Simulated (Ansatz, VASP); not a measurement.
**AlN in VASP and in Ansatz**

```xyz
4
Lattice="3.1138 0.0000 0.0000 -1.5569 2.6967 0.0000 0.0000 0.0000 4.9579" Properties=species:S:1:pos:R:3 pbc="T T T"
Al    0.0000    1.7978   -0.0075
Al    1.5569    0.8989    2.4715
N     0.0000    1.7978    1.8915
N     1.5569    0.8989    4.3704
```

Change from the starting cell: z stretched by -0.5 %, x and y held.

Alike in both runs: functional PBEsol; k mesh 8 × 8 × 6; no spin polarisation.

Ansatz relaxed the structure, and its values are those at the end. VASP's run is a single point on that final structure, the one shown.

|  | VASP | Ansatz |
| --- | --- | --- |
| version | VASP 6.6.1 | Ansatz 0.2.0 |
| potentials or method | VASP PAW PBE potentials, release 64 (Al, N), cutoff 520 eV | all-electron LAPW, scalar-relativistic |
| occupations | gaussian, width 0.01 eV | fixed |

```tsv
	VASP	Ansatz	Ansatz less VASP
gap on the k mesh at the Fermi level (eV)	4.13	4.12	-0.005
pressure (GPa)	0.9	0.8	-0.09
```

VASP's potentials were made for PBE, not for PBEsol. Ansatz ran all-electron here, and VASP with PAW potentials.
